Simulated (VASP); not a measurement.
# Sc (P6_3/mmc) in VASP: single point with LDA

Aim: the single point of Sc with LDA.

Everything below comes from runs of VASP 6.6.1. Logs are shortened: lines on timing, memory, paths and dates and some standing lists are left out, and cuts for length are marked.

## Step 1: The cell of the first run

Symmetry: P6_3/mmc, No. 194, hexagonal system. Conventional cell: a = 3.227 Å, b = 3.227 Å, c = 5.011 Å, α = 90.00°, β = 90.00°, γ = 120.00°. Within 4.1 Å of Sc (site symmetry -6m2) lie 12 Sc at 3.12 to 3.23 Å.

## Step 2: Single point, LDA

The input, INCAR:

```
PREC = Accurate
ENCUT = 520
EDIFF = 1E-6
ISMEAR = -1
SIGMA = 0.1
LREAL = F
LASPH = T
NELM = 80
ALGO = Normal
ISIF = 2
LWAVE = F
LCHARG = F
NBANDS = 18
```

The input, KPOINTS:

```
Automatic mesh
0
Gamma
  16 16 10
```

The input, POSCAR:

```
Sc
1.0
    3.2269534675      0.0000000000      0.0000000000
   -1.6134767338      2.7946236797      0.0000000000
    0.0000000000      0.0000000000      5.0106607488
Sc
2
Direct
    0.3333333333      0.6666666667      0.2500000000
    0.6666666667      0.3333333333      0.7500000000
```

Potentials or basis: VASP PAW LDA potentials, release 64 (Sc_sv).

Started as:

```
$ cat potpaw_LDA.64/Sc_sv/POTCAR > POTCAR
$ mpirun -np 1 vasp_std > vasp.out
```

OUTCAR:

```text
PREC = Accurate
   ENCUT = 520
   EDIFF = 1E-6
   ISMEAR = -1
   LREAL = F
   LASPH = T
   NELM = 80
   ISIF = 2

 ion  position               nearest neighbor table
   1  0.333  0.667  0.250-   2 3.12   2 3.12   2 3.12   2 3.12   2 3.12   2 3.12
   2  0.667  0.333  0.750-   1 3.12   1 3.12   1 3.12   1 3.12   1 3.12   1 3.12

  LATTYP: Found a hexagonal cell.
 ALAT       =     3.2269534675
 C/A-ratio  =     1.5527527122

  Lattice vectors:

 A1 = (   3.2269534675,   0.0000000000,   0.0000000000)
 A2 = (  -1.6134767338,   2.7946236797,   0.0000000000)
 A3 = (   0.0000000000,   0.0000000000,   5.0106607488)

Analysis of symmetry for initial positions (statically):
=====================================================================
 Subroutine PRICEL returns:
 Original cell was already a primitive cell.

 Routine SETGRP: Setting up the symmetry group for a
 hexagonal supercell.

 Subroutine GETGRP returns: Found 24 space group operations
 (whereof 12 operations were pure point group operations)
 out of a pool of 24 trial point group operations.

The static configuration has the point symmetry D_3d.
 The point group associated with its full space group is D_6h.

Analysis of symmetry for dynamics (positions and initial velocities):
=====================================================================
 Subroutine PRICEL returns:
 Original cell was already a primitive cell.

 Routine SETGRP: Setting up the symmetry group for a
 hexagonal supercell.

 Subroutine GETGRP returns: Found 24 space group operations
 (whereof 12 operations were pure point group operations)
 out of a pool of 24 trial point group operations.

The dynamic configuration has the point symmetry D_3d.
 The point group associated with its full space group is D_6h.

 Subroutine INISYM returns: Found 24 space group operations
 (whereof 12 operations are pure point group operations),
 and found     1 'primitive' translations

----------------------------------------------------------------------------------------

                                     Primitive cell

  volume of cell :      45.1867

  direct lattice vectors                    reciprocal lattice vectors
     3.226953468  0.000000000  0.000000000     0.309889811  0.178914966  0.000000000
    -1.613476734  2.794623680  0.000000000     0.000000000  0.357829932  0.000000000
     0.000000000  0.000000000  5.010660749     0.000000000  0.000000000  0.199574477

  length of vectors
     3.226953468  3.226953468  5.010660749     0.357829932  0.357829932  0.199574477

  position of ions in fractional coordinates (direct lattice)
     0.333333333  0.666666667  0.250000000
     0.666666667  0.333333333  0.750000000

  ion indices of the primitive-cell ions
   primitive index   ion index
                 1           1
                 2           2

----------------------------------------------------------------------------------------

 KPOINTS: Automatic mesh

Automatic generation of k-mesh.
 Grid dimensions read from file:
 generate k-points for:   16   16   10

 Generating k-lattice:

  Cartesian coordinates                     Fractional coordinates (reciprocal lattice)
     0.019368113  0.011182185  0.000000000     0.062500000  0.000000000  0.000000000
     0.000000000  0.022364371  0.000000000     0.000000000  0.062500000  0.000000000
     0.000000000  0.000000000  0.019957448     0.000000000  0.000000000  0.100000000

  Length of vectors
     0.022364371  0.022364371  0.019957448

  Shift w.r.t. Gamma in fractional coordinates (k-lattice)
     0.000000000  0.000000000  0.000000000

 Subroutine IBZKPT returns following result:
 ===========================================

 Found    180 irreducible k-points:

 Following reciprocal coordinates:
            Coordinates               Weight
  0.000000  0.000000  0.000000      1.000000
  0.062500  0.000000  0.000000      6.000000
  0.125000  0.000000  0.000000      6.000000
  0.187500 -0.000000  0.000000      6.000000
  0.250000  0.000000  0.000000      6.000000
  0.312500  0.000000  0.000000      6.000000
[... 16 lines left out ...]
  0.187500  0.187500  0.000000      6.000000
  0.250000  0.187500  0.000000     12.000000
 [... further k-points ...]
   k-points           NKPTS =    180   k-points in BZ     NKDIM =    180   number of bands    NBANDS=     18
   number of dos      NEDOS =    301   number of ions     NIONS =      2
   total plane-waves  NPLWV =  23040
   dimension x,y,z NGX =    24 NGY =   24 NGZ =   40
   dimension x,y,z NGXF=    48 NGYF=   48 NGZF=   80
   ions per type =               2
   NGX,Y,Z   is equivalent  to a cutoff of  12.36, 12.36, 13.27 a.u.
   NGXF,Y,Z  is equivalent  to a cutoff of  24.73, 24.73, 26.54 a.u.
 SYSTEM =  unknown system
   PREC   = accura    normal or accurate (medium, high low for compatibility)
   ISTART =      0    job   : 0-new  1-cont  2-samecut
   ICHARG =      2    charge: 1-file 2-atom 10-const
   ISPIN  =      1    spin polarized calculation?
   LNONCOLLINEAR =      F non collinear calculations
   LSORBIT =      F    spin-orbit coupling
   LASPH  =      T    aspherical Exc in radial PAW
   ENCUT  =  520.0 eV  38.22 Ry    6.18 a.u.   6.00  6.00  9.32*2*pi/ulx,y,z
   NELM   =     80;   NELMIN=  2; NELMDL= -5     # of ELM steps
   EDIFF  = 0.1E-05   stopping-criterion for ELM
   LREAL  =      F    real-space projection
   EDIFFG = 0.1E-04   stopping-criterion for IOM
   NSW    =      0    number of steps for IOM
   IBRION =     -1    ionic relax: 0-MD 1-quasi-New 2-CG
   NFREE  =      0    steps in history (QN), initial steepest desc. (CG)
   ISIF   =      2    stress and relaxation
   ISYM   =      2    0-nonsym 1-usesym 2-fastsym
   POTIM  = 0.5000    time-step for ionic-motion
   TEBEG  =    0.0;   TEEND  =   0.0 temperature during run
   PSTRESS=    0.0 pullay stress
   NELECT =      22.0000    total number of electrons
   NUPDOWN=      -1.0000    fix difference up-down
   EMIN   =  10.00;   EMAX   =-10.00  energy-range for DOS
   EFERMI =   0.00;   METHOD = LEGACY
   ISMEAR =    -1;   SIGMA  =   0.10  broadening in eV -4-tet -1-fermi 0-gaus
   EFERMI_NEDOS =   21; number of points for ismear=-14 and -15
   IALGO  =     38    algorithm
   IMIX   =      4    mixing-type and parameters
     AMIX     =   0.40;   BMIX     =  1.00
     AMIX_MAG =   1.60;   BMIX_MAG =  1.00
  volume/ion in A,a.u.               =      22.59       152.47
  Fermi-wavevector in a.u.,A,eV,Ry     =   1.287890  2.433759 22.567442  1.658660
  Thomas-Fermi vector in A             =   2.419877
   LORBIT       =      0    0 simple, 1 ext, 2 COOP (PROOUT), +10 PAW based schemes
   GGA     = CA    functional components
   LHFCALC =     F    Hartree Fock is set to
   AEXX    =    0.0000 exact exchange contribution
   IVDW    =     0    specifies the selected vdW correction
   LEPSILON=     F    determine dielectric tensor
   LRPA    =     F    only Hartree local field effects (RPA)
 non-spin polarized calculation
  energy-cutoff  :      520.00
  volume of cell :       45.19
 maximum number of plane-waves:      1240
 NGX is ok and might be reduce to    24
   NGX = 11   NGY = 11   NGZ = 19

 number of electron      22.0000000 magnetization

 Free energy of the ion-electron system (eV)
  ---------------------------------------------------
  ext. energy  EPLUGINS =         0.00000000
  ---------------------------------------------------
  free energy    TOTEN  =       -13.50857618 eV

  energy without entropy =      -13.39247330  energy(sigma->0) =      -13.45052474

 E-fermi :   3.9780     XC(G=0): -10.5070

 val. band max:        3.9687590448   @ k =   0.3125   0.1250   0.2000
 cond. band min:       3.9790717995   @ k =   0.4375   0.0000   0.3000
 fundamental gap:      0.0103127547
 Fermi energy:         3.9780227234

 k-point     1 :       0.0000    0.0000    0.0000
  band No.  band energies     occupation
      1     -44.6161      2.00000
      2     -44.5059      2.00000
      3     -23.8843      2.00000
      4     -23.4038      2.00000
      5     -23.4038      2.00000
      6     -23.3120      2.00000
[... 10 lines left out ...]
     17       6.4096      0.00000
     18       6.4096      0.00000

 k-point     2 :       0.0625    0.0000    0.0000
  band No.  band energies     occupation
      1     -44.6133      2.00000
      2     -44.5049      2.00000
      3     -23.8772      2.00000
      4     -23.4174      2.00000
      5     -23.4086      2.00000
      6     -23.3264      2.00000
[... 10 lines left out ...]
     17       6.3319      0.00000
     18       6.3494      0.00000

 k-point     3 :       0.1250    0.0000    0.0000
  band No.  band energies     occupation
      1     -44.6052      2.00000
      2     -44.5024      2.00000
      3     -23.8564      2.00000
      4     -23.4563      2.00000
      5     -23.4219      2.00000
      6     -23.3667      2.00000
[... 10 lines left out ...]
     17       6.2961      0.00000
     18       6.3713      0.00000

 k-point     4 :       0.1875   -0.0000    0.0000
  band No.  band energies     occupation
      1     -44.5927      2.00000
      2     -44.4989      2.00000
      3     -23.8236      2.00000
      4     -23.5149      2.00000
      5     -23.4412      2.00000
      6     -23.4258      2.00000
[... 375 lines left out ...]
      4     -23.6465      2.00000
      5     -23.6126      2.00000
      6     -23.5454      2.00000
[... 10 lines left out ...]
     17       8.0914      0.00000
     18       8.3115      0.00000

 k-point    23 :       0.1875    0.1875    0.0000
  band No.  band energies     occupation
      1     -44.5571      2.00000
      2     -44.4924      2.00000
      3     -23.7219      2.00000
      4     -23.6154      2.00000
      5     -23.6108      2.00000
      6     -23.4723      2.00000
[... 10 lines left out ...]
     17       7.3445      0.00000
     18       7.7897      0.00000

 k-point    24 :       0.2500    0.1875    0.0000
  band No.  band energies     occupation
      1     -44.5427      2.00000
      2     -44.4920      2.00000
      3     -23.6757      2.00000
      4     -23.6703      2.00000
      5     -23.6296      2.00000
      6     -23.5062      2.00000
[... 10 lines left out ...]
     17       7.7758      0.00000
     18       8.2361      0.00000

 [... further k-points ...]

------------------------ aborting loop because EDIFF is reached ----------------------------------------

  FORCE on cell =-STRESS in cart. coord.  units (eV):
  Direction    XX          YY          ZZ          XY          YZ          ZX
  --------------------------------------------------------------------------------------
  -------------------------------------------------------------------------------------
  Total        0.0249533      0.0249533      0.0112913     -0.0000000      0.0000000     -0.0000000
  in kB        0.8847645      0.8847645      0.4003538     -0.0000000      0.0000000     -0.0000000
  external PRESSURE =       0.7232943 kB  Pullay stress =       0.0000000 kB

 VOLUME and BASIS-vectors are now :
 -----------------------------------------------------------------------------
  energy-cutoff  :      520.00
  volume of cell :       45.19
      direct lattice vectors                 reciprocal lattice vectors
     3.226953468  0.000000000  0.000000000     0.309889811  0.178914966  0.000000000
    -1.613476734  2.794623680  0.000000000     0.000000000  0.357829932  0.000000000
     0.000000000  0.000000000  5.010660749     0.000000000  0.000000000  0.199574477

 POSITION                                       TOTAL-FORCE (eV/Angst)
 -----------------------------------------------------------------------------------
     -0.00000      1.86308      1.25267        -0.000000      0.000000      0.000000
      1.61348      0.93154      3.75800         0.000000      0.000000      0.000000
 -----------------------------------------------------------------------------------
    total drift:                                0.000000     -0.000000      0.000000

  FREE ENERGIE OF THE ION-ELECTRON SYSTEM (eV)
  ---------------------------------------------------
  free  energy   TOTEN  =       -13.5085761814 eV

  energy  without entropy=      -13.3924733019  energy(sigma->0) =      -13.45052474
```

Run time: 1.7 min. Hardware: 1 thread of Oxide Virtual Turin-like, shared host; peak memory 0.19 GiB.

What came out:

```
Free energy            : -13.5086 eV
Pressure               : 0.1 GPa
Band gap on the k mesh : zero (bands 11 and 12 overlap by 1.62 eV)
```

Levels at points of the mesh, in eV from the Fermi level:
| k point | band 8 | band 9 | band 10 | band 11 | band 12 | band 13 | band 14 | band 15 |
| --- | --- | --- | --- | --- | --- | --- | --- | --- |
| (0.00, 0.00, 0.00) | -27.26 | -5.22 | -1.76 | 0.95 | 1.64 | 1.64 | 1.95 | 2.15 |
| (0.50, 0.00, 0.00) | -27.34 | -1.64 | -1.17 | -0.80 | -0.24 | 1.34 | 1.42 | 2.02 |
| (0.00, 0.00, 0.50) | -27.34 | -3.57 | -3.57 | 1.02 | 1.02 | 1.54 | 1.54 | 1.54 |
| (0.50, 0.00, 0.50) | -27.40 | -1.60 | -1.60 | 0.09 | 0.09 | 1.50 | 1.50 | 2.51 |
